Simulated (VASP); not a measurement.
# SnO2 (P4_2/mnm) in VASP: notebook, part 2 of 2

VASP 6.6.1. The steps go on from the part before.

### 5 Single point, PBE (13.58 Å³/atom)

This run uses another cell than the first one, of 13.58 Å³/atom.

File INCAR:

```
SYSTEM = SnO2
PREC = Accurate
ENCUT = 520
EDIFF = 1E-7
ISMEAR = 0
SIGMA = 0.05
LREAL = .FALSE.
LASPH = .TRUE.
NELM = 80
ALGO = Normal
ISIF = 2
LWAVE = .FALSE.
LCHARG = .FALSE.
GGA = PE
NBANDS = 35
```

File KPOINTS:

```
Automatic mesh
0
G
  6 6 10
  0 0 0
```

File POSCAR:

```
SnO2
1.0
    4.8225215607      0.0000000000      0.0000000000
    0.0000000000      4.8225352096      0.0000000000
    0.0000000000      0.0000000000      3.5045264181
Sn O
2 4
Direct
    0.5000000000      0.5000000000      0.5000000000
    0.0000000000      0.0000000000      0.0000000000
    0.3078924440      0.3079025028      0.0000000000
    0.8078924440      0.1920974972      0.5000000000
    0.1921075560      0.8079025028      0.5000000000
    0.6921075560      0.6920974972      0.0000000000
```

On the command line:

```
> cat potpaw_PBE.64/Sn_d/POTCAR potpaw_PBE.64/O/POTCAR > POTCAR
> mpirun -np 1 vasp_std > vasp.out
```

It took 1.8 min on 1 thread of Intel Xeon Platinum 8559C (Emerald Rapids), shared host; peak memory 0.32 GiB.

Results (log left out):

```
Free energy            : -36.8634 eV
Pressure               : -12.4 GPa
Largest force          : 0.004 eV/Å
Band gap on the k mesh : 0.07 eV (least direct gap 0.36 eV)
```

Forces on the atoms (eV/Å):
```
Sn   0.000  0.000  0.000
Sn   0.000  0.000  0.000
O    0.003  0.003  0.000
O    0.003 -0.003  0.000
O   -0.003  0.003  0.000
O   -0.003 -0.003  0.000
```

Stress tensor (GPa, compression positive):
```
 -7.69   0.00   0.00
  0.00  -7.69   0.00
  0.00   0.00 -21.87
```

Levels at points of the mesh, in eV from the valence-band top:
```csv
k point,band 22,band 23,band 24,band 25,band 26,band 27,band 28,band 29,band 30,band 31
"(0.00, 0.00, 0.00)",-1.30,-1.30,-0.51,-0.51,-0.30,0.07,4.46,5.28,5.28,8.80
"(0.50, 0.00, 0.00)",-1.63,-1.21,-1.21,-0.43,-0.43,3.17,3.17,5.96,5.96,10.06
"(0.00, 0.50, 0.00)",-1.63,-1.21,-1.21,-0.43,-0.43,3.17,3.17,5.96,5.96,10.06
"(0.50, 0.50, 0.00)",-1.69,-1.38,-1.38,-0.54,-0.54,3.33,3.33,6.38,6.38,10.16
"(0.00, 0.00, 0.50)",-2.33,-1.28,-1.28,-0.95,-0.95,4.72,4.72,8.91,8.91,9.00
"(0.50, 0.00, 0.50)",-1.45,-0.74,-0.74,-0.55,-0.55,5.06,5.06,7.36,7.36,9.24
"(0.00, 0.50, 0.50)",-1.45,-0.74,-0.74,-0.55,-0.55,5.06,5.06,7.36,7.36,9.24
"(0.50, 0.50, 0.50)",-2.03,-0.69,-0.69,-0.50,-0.50,3.72,3.72,8.32,8.32,9.26
```

Caveat: the stress differs along the axes, from -22 to -8 GPa; semilocal functionals underestimate gaps, and a narrow one can read as zero; spin-orbit coupling is left out, which moves the levels of the heavy elements. A k mesh can miss the band edges.

### 6 Single point, PBE (13.58 Å³/atom)

This run uses another cell than the first one, of 13.58 Å³/atom.

File INCAR:

```
SYSTEM = SnO2
PREC     = Accurate       ! precision mode
ENCUT    = 520            ! plane-wave cutoff, eV
EDIFF    = 1E-7           ! SCF threshold, eV
ISMEAR   = 0              ! smearing method
SIGMA    = 0.05           ! smearing width, eV
LREAL    = .FALSE.        ! projectors in reciprocal space
LASPH    = .TRUE.         ! aspherical terms in the spheres
NELM     = 100            ! most SCF steps
ALGO     = Normal         ! electronic algorithm
ISIF     = 2              ! what is computed and relaxed
LWAVE    = .FALSE.        ! write WAVECAR
LCHARG   = .FALSE.        ! write CHGCAR
GGA      = PE             ! functional
NBANDS   = 35             ! bands
```

File KPOINTS:

```
regular mesh
0
G
  6 6 10
  0 0 0
```

File POSCAR:

```
SnO2
1.0
    4.9093973656      0.0000000000      0.0000000000
    0.0000000000      4.9094112604      0.0000000000
    0.0000000000      0.0000000000      3.3815929054
Sn O
2 4
Direct
    0.5000000000      0.5000000000      0.5000000000
    0.0000000000      0.0000000000      0.0000000000
    0.3084691940      0.3084810027      0.0000000000
    0.8084691940      0.1915189973      0.5000000000
    0.1915308060      0.8084810027      0.5000000000
    0.6915308060      0.6915189973      0.0000000000
```

Potentials or basis: VASP PAW PBE potentials, release 64 (Sn_d, O).

On the command line:

```
> cat potpaw_PBE.64/Sn_d/POTCAR potpaw_PBE.64/O/POTCAR > POTCAR
> mpirun -np 1 vasp_std > vasp.out
```

Wall time 1.8 min (1 thread of Intel Xeon Platinum 8559C (Emerald Rapids), shared host); peak memory 0.34 GiB.

It converged, with:

| Quantity | Value |
| --- | --- |
| Free energy | -37.0616 eV |
| Pressure | -11.4 GPa |
| Largest force | 0.014 eV/Å |
| Band gap on the k mesh | 0.07 eV (least direct gap 0.18 eV) |

Forces in eV/Å, atoms in the order of the input:
```
Sn   0.000  0.000  0.000
Sn   0.000  0.000  0.000
O   -0.010 -0.010  0.000
O   -0.010  0.010  0.000
O    0.010 -0.010  0.000
O    0.010  0.010  0.000
```

Stress tensor (GPa, compression positive):
```
 -8.95   0.00   0.00
  0.00  -8.95   0.00
  0.00   0.00 -16.36
```

Levels at points of the mesh, in eV from the valence-band top:
| k point | band 22 | band 23 | band 24 | band 25 | band 26 | band 27 | band 28 | band 29 | band 30 | band 31 |
| --- | --- | --- | --- | --- | --- | --- | --- | --- | --- | --- |
| (0.00, 0.00, 0.00) | -1.25 | -1.25 | -0.58 | -0.58 | -0.12 | 0.07 | 4.80 | 5.58 | 5.58 | 9.33 |
| (0.50, 0.00, 0.00) | -1.66 | -1.18 | -1.18 | -0.48 | -0.48 | 3.19 | 3.19 | 6.25 | 6.25 | 9.76 |
| (0.00, 0.50, 0.00) | -1.66 | -1.18 | -1.18 | -0.48 | -0.48 | 3.19 | 3.19 | 6.25 | 6.25 | 9.76 |
| (0.50, 0.50, 0.00) | -1.63 | -1.32 | -1.32 | -0.65 | -0.65 | 3.45 | 3.45 | 6.56 | 6.56 | 9.91 |
| (0.00, 0.00, 0.50) | -2.36 | -1.28 | -1.28 | -1.00 | -1.00 | 4.82 | 4.82 | 8.95 | 8.95 | 9.48 |
| (0.50, 0.00, 0.50) | -1.48 | -0.81 | -0.81 | -0.66 | -0.66 | 5.09 | 5.09 | 7.17 | 7.17 | 9.71 |
| (0.00, 0.50, 0.50) | -1.48 | -0.81 | -0.81 | -0.66 | -0.66 | 5.09 | 5.09 | 7.17 | 7.17 | 9.71 |
| (0.50, 0.50, 0.50) | -2.29 | -0.77 | -0.77 | -0.59 | -0.59 | 3.79 | 3.79 | 8.22 | 8.22 | 9.71 |

Caveat: the stress differs along the axes, from -16 to -9 GPa; semilocal functionals underestimate gaps, and a narrow one can read as zero; spin-orbit coupling is left out, which moves the levels of the heavy elements. A k mesh can miss the band edges.

### 7 Single point, PBE (13.58 Å³/atom)

This run uses another cell than the first one, of 13.58 Å³/atom.

File INCAR:

```
SYSTEM = SnO2
ALGO = Normal
EDIFF = 1E-6
ENCUT = 520
GGA = PE
ISIF = 2
ISMEAR = 0
LASPH = .True.
LCHARG = .False.
LREAL = .False.
LWAVE = .False.
NBANDS = 35
NELM = 80
PREC = Accurate
SIGMA = 0.05
```

File KPOINTS:

```
k-points
0
Gamma
  6 6 10
  0 0 0
```

File POSCAR:

```
SnO2
1.0
    5.0873976109      0.0000000000      0.0000000000
    0.0000000000      5.0874120096      0.0000000000
    0.0000000000      0.0000000000      3.1490991212
Sn O
2 4
Direct
    0.5000000000      0.5000000000      0.5000000000
    0.0000000000      0.0000000000      0.0000000000
    0.3098598540      0.3098731953      0.0000000000
    0.8098598540      0.1901268047      0.5000000000
    0.1901401460      0.8098731953      0.5000000000
    0.6901401460      0.6901268047      0.0000000000
```

Potentials or basis: VASP PAW PBE potentials, release 64 (Sn_d, O).

On the command line:

```
> cat potpaw_PBE.64/Sn_d/POTCAR potpaw_PBE.64/O/POTCAR > POTCAR
> mpirun -np 1 vasp_std > vasp.out
```

OUTCAR:

```text
SYSTEM = SnO2
   EDIFF = 1E-6
   ENCUT = 520
   GGA = PE
   ISIF = 2
   ISMEAR = 0
   LASPH = .True.
   LREAL = .False.
   NELM = 80
   PREC = Accurate

 ion  position               nearest neighbor table
   1  0.500  0.500  0.500-   3 2.09   6 2.09   3 2.09   6 2.09   5 2.23   4 2.23
   2  0.000  0.000  0.000-   4 2.09   5 2.09   4 2.09   5 2.09   3 2.23   6 2.23
   3  0.310  0.310  0.000-   1 2.09   1 2.09   2 2.23
   4  0.810  0.190  0.500-   2 2.09   2 2.09   1 2.23
   5  0.190  0.810  0.500-   2 2.09   2 2.09   1 2.23
   6  0.690  0.690  0.000-   1 2.09   1 2.09   2 2.23

  LATTYP: Found a simple tetragonal cell.
 ALAT       =     5.0873976109
 C/A-ratio  =     0.6190000000

  Lattice vectors:

 A1 = (   5.0873976109,   0.0000000000,   0.0000000000)
 A2 = (   0.0000000000,   5.0874120096,   0.0000000000)
 A3 = (   0.0000000000,   0.0000000000,   3.1490991212)

Analysis of symmetry for initial positions (statically):
=====================================================================
 Subroutine PRICEL returns:
[... 183 lines left out ...]

 val. band max:        4.6111927175   @ k =   0.0000   0.0000   0.0000
 cond. band min:       5.0158685235   @ k =   0.0000   0.0000   0.0000
 fundamental gap:      0.4046758059
 Fermi energy:         4.8150590765

 k-point     1 :       0.0000    0.0000    0.0000
  band No.  band energies     occupation
      1     -16.3761      2.00000
      2     -15.9604      2.00000
      3     -15.6475      2.00000
      4     -15.6164      2.00000
      5     -15.6164      2.00000
      6     -15.5726      2.00000
[... 901 lines left out ...]
     34      15.8862      0.00000
     35      16.2555      0.00000

 [... further k-points ...]

------------------------ aborting loop because EDIFF is reached ----------------------------------------

  FORCE on cell =-STRESS in cart. coord.  units (eV):
  Direction    XX          YY          ZZ          XY          YZ          ZX
  --------------------------------------------------------------------------------------
  -------------------------------------------------------------------------------------
  Total       -5.2586668     -5.2584653      0.1259739      0.0000000      0.0000000      0.0000000
  in kB     -103.3730456   -103.3690851      2.4763505      0.0000000      0.0000000      0.0000000
  external PRESSURE =     -68.0885934 kB  Pullay stress =       0.0000000 kB

 VOLUME and BASIS-vectors are now :
 -----------------------------------------------------------------------------
  energy-cutoff  :      520.00
  volume of cell :       81.50
      direct lattice vectors                 reciprocal lattice vectors
     5.087397611  0.000000000  0.000000000     0.196564153  0.000000000  0.000000000
     0.000000000  5.087412010  0.000000000     0.000000000  0.196563596  0.000000000
     0.000000000  0.000000000  3.149099121     0.000000000  0.000000000  0.317551135

 POSITION                                       TOTAL-FORCE (eV/Angst)
 -----------------------------------------------------------------------------------
      2.54370      2.54371      1.57455         0.000000      0.000000      0.000000
      0.00000      0.00000      0.00000         0.000000      0.000000      0.000000
      1.57638      1.57645      0.00000        -0.034733     -0.034804     -0.000000
      4.12008      0.96725      1.57455        -0.034733      0.034804      0.000000
      0.96732      4.12016      1.57455         0.034733     -0.034804      0.000000
      3.51102      3.51096      0.00000         0.034733      0.034804      0.000000
 -----------------------------------------------------------------------------------
    total drift:                                0.000000      0.000000     -0.000000

  FREE ENERGIE OF THE ION-ELECTRON SYSTEM (eV)
  ---------------------------------------------------
  free  energy   TOTEN  =       -37.0227126267 eV

  energy  without entropy=      -37.0227126267  energy(sigma->0) =      -37.02271263
```

OSZICAR:

```text
N       E                     dE             d eps       ncg     rms          rms(c)
DAV:   1     0.639100109289E+03    0.63910E+03   -0.25666E+04  7265   0.222E+03
DAV:   2     0.611187841331E+02   -0.57798E+03   -0.54552E+03  7320   0.605E+02
DAV:   3    -0.375928169855E+02   -0.98712E+02   -0.96781E+02  7373   0.207E+02
DAV:   4    -0.429044112002E+02   -0.53116E+01   -0.52691E+01  8446   0.524E+01
DAV:   5    -0.430446075747E+02   -0.14020E+00   -0.13998E+00  8377   0.903E+00    0.153E+01
DAV:   6    -0.369834089498E+02    0.60612E+01   -0.17804E+01 10520   0.651E+01    0.600E+00
DAV:   7    -0.370563071664E+02   -0.72898E-01   -0.19802E+00  7510   0.799E+00    0.314E+00
DAV:   8    -0.370299322661E+02    0.26375E-01   -0.21111E-01  9546   0.361E+00    0.751E-01
DAV:   9    -0.370216545691E+02    0.82777E-02   -0.33559E-02 10017   0.251E+00    0.127E-01
DAV:  10    -0.370226613645E+02   -0.10068E-02   -0.48145E-03  9003   0.642E-01    0.501E-02
DAV:  11    -0.370227134696E+02   -0.52105E-04   -0.22913E-04 10821   0.147E-01    0.288E-02
DAV:  12    -0.370227156624E+02   -0.21928E-05   -0.16803E-05  8333   0.283E-02    0.173E-02
DAV:  13    -0.370227125074E+02    0.31550E-05   -0.10298E-05  8543   0.278E-02    0.240E-03
DAV:  14    -0.370227126267E+02   -0.11932E-06   -0.68643E-07  4390   0.619E-03
   1 F= -.37022713E+02 E0= -.37022713E+02  d E =-.124672E-10
```

stdout:

```text
POSCAR found type information on POSCAR SnO
 POSCAR found :  2 types and       6 ions
 scaLAPACK will be used
 LDA part: xc-table for (Slater+PW92), standard interpolation
 POSCAR, INCAR and KPOINTS ok, starting setup
 FFT: planning ... GRIDC
 FFT: planning ... GRID_SOFT
 FFT: planning ... GRID
 WAVECAR not read
 entering main loop
```

Run time: 99 s. Hardware: 1 thread of Intel Xeon Platinum 8559C (Emerald Rapids), shared host; peak memory 0.33 GiB.

What came out:

```yaml
Free_energy: -37.0227 eV
Pressure: -6.8 GPa
Largest_force: 0.049 eV/Å
Band_gap_on_the_k_mesh: 0.40 eV
```

Forces on the atoms (eV/Å):
```
Sn   0.000  0.000  0.000
Sn   0.000  0.000  0.000
O   -0.035 -0.035  0.000
O   -0.035  0.035  0.000
O    0.035 -0.035  0.000
O    0.035  0.035  0.000
```

Levels at points of the mesh, in eV from the valence-band top:
| k point | band 24 | band 25 | band 26 | band 27 | band 28 | band 29 |
| --- | --- | --- | --- | --- | --- | --- |
| (0.00, 0.00, 0.00) | -0.75 | -0.75 | 0.00 | 0.40 | 5.53 | 6.19 |
| (0.50, 0.00, 0.00) | -1.02 | -0.65 | -0.65 | 3.29 | 3.29 | 6.97 |
| (0.00, 0.50, 0.00) | -1.02 | -0.65 | -0.65 | 3.29 | 3.29 | 6.97 |
| (0.50, 0.50, 0.00) | -1.09 | -0.87 | -0.87 | 3.75 | 3.75 | 7.03 |
| (0.00, 0.00, 0.50) | -1.27 | -1.07 | -1.07 | 4.98 | 4.98 | 8.67 |
| (0.50, 0.00, 0.50) | -0.92 | -0.86 | -0.86 | 5.16 | 5.16 | 6.67 |
| (0.00, 0.50, 0.50) | -0.92 | -0.86 | -0.86 | 5.16 | 5.16 | 6.67 |
| (0.50, 0.50, 0.50) | -0.91 | -0.75 | -0.75 | 3.88 | 3.88 | 7.99 |

Caveat: the stress differs along the axes, from -10 to 0 GPa; semilocal functionals underestimate gaps, and a narrow one can read as zero; spin-orbit coupling is left out, which moves the levels of the heavy elements.

### 8 Summary

| cell | gap on the mesh (eV) | pressure (GPa) | largest force (eV/Å) |
| --- | --- | --- | --- |
| a = 4.979, b = 4.979, c = 3.166 Å, 6 atoms, atomic positions A | 0.53 | -3.5 | 0.04 |
| a = 4.805, b = 4.805, c = 3.399 Å, 6 atoms, atomic positions A | 0.09 | -7.2 | - |
| a = 4.891, b = 4.891, c = 3.281 Å, 6 atoms, atomic positions A | 0.28 | -5.7 | 0.02 |
| a = 4.823, b = 4.823, c = 3.505 Å, 6 atoms, atomic positions B | 0.07 | -12.4 | - |
| a = 4.909, b = 4.909, c = 3.382 Å, 6 atoms, atomic positions C | 0.07 | -11.4 | 0.01 |
| a = 5.087, b = 5.087, c = 3.149 Å, 6 atoms, atomic positions D | 0.40 | -6.8 | 0.05 |

Alike in all rows: task single point; level PBE; potentials or basis VASP PAW PBE potentials, release 64 (Sn_d, O); no spin polarisation; k mesh 6 × 6 × 10; cutoff (eV) 520; smearing gaussian 0.05 eV.

Caveats: semilocal functionals underestimate gaps, and a narrow one can read as zero; spin-orbit coupling is left out, which moves the levels of the heavy elements; the stress differs along the axes, from -6 to 2 GPa (at least some runs); the stress differs along the axes, from -14 to -4 GPa (at least some runs); the cell stands under tension (at least some runs); the stress differs along the axes, from -22 to -8 GPa (at least some runs); the stress differs along the axes, from -16 to -9 GPa (at least some runs).

Total energies depend on the potentials used, so only differences within one code and one set of settings carry meaning.
